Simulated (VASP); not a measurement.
# Rb: relaxation of cell and atoms with r2SCAN

Crystal: Rb.

```
Rb
1.0
     4.97566    0.00000    0.00000
    -2.48783    4.30905    0.00000
     0.00000    0.00000    8.12526
Rb
2
Cartesian
  0.0000 2.8727 2.0313
  2.4878 1.4364 6.0939
```

This isn't the form of Rb at room conditions, which is bcc.

* Program: VASP 6.6.1
* Task: relaxation of cell and atoms
* Functional: r2SCAN
* Potentials or basis: VASP PAW PBE potentials, release 64 (Rb_sv)
* Cutoff: 600 eV
* k mesh: 7 × 7 × 4
* Occupations: fermi-dirac, width 0.1 eV
* Spin: no spin polarisation
* Dipole correction: no
* Further INCAR settings: ALGO = Normal; EDIFF = 1e-06; IBRION = 2; EDIFFG = -0.01; NSW = 80; ISIF = 3

- Relaxed volume: 95.73 Å³/atom
- Relaxed cell: a = 5.120 Å, b = 5.120 Å, c = 8.435 Å, α = 90.00°, β = 90.00°, γ = 120.00°
- Space group after relaxing (to 0.1 Å): P6_3/mmc (No. 194)
- Energy gained by relaxing: 7.4 meV/atom
- Ionic steps: 4
- Pressure after relaxing: 0.0 GPa
- Band gap on the k mesh: zero (bands 9 and 10 overlap by 2.01 eV)

The path:
| step | energy change (eV) | largest force (eV/Å) | pressure (GPa) | volume (Å³) |
| --- | --- | --- | --- | --- |
| 1 | 0.0000 | 0.0000 | 0.29 | 174.21 |
| 2 | -0.0064 | 0.0000 | 0.21 | 178.22 |
| 3 | -0.0147 | 0.0000 | 0.02 | 190.09 |
| 4 | -0.0148 | 0.0000 | 0.00 | 191.46 |

Final structure:
```
Rb
1.0
     5.11968    0.00000    0.00000
    -2.55984    4.43377    0.00000
     0.00000    0.00000    8.43472
Rb
2
Direct
  0.33333 0.66667 0.25000
  0.66667 0.33333 0.75000
```

Levels at points of the mesh, in eV from the Fermi level:
```
           k point  band 6  band 7  band 8  band 9  band 10  band 11  band 12  band 13
(0.00, 0.00, 0.00)  -13.60  -13.60  -13.60   -2.04     0.24     0.51     3.83     3.83
(0.00, 0.00, 0.50)  -13.60  -13.60  -13.60   -1.36    -1.36     2.46     2.46     3.88
```

Run time: 23 min on 1 thread of Oxide Virtual Turin-like Processor, with other jobs on the host, peak memory 0.36 GiB.

Caveat: the PAW data sets were made with another functional, which shifts forces and pressure a little.
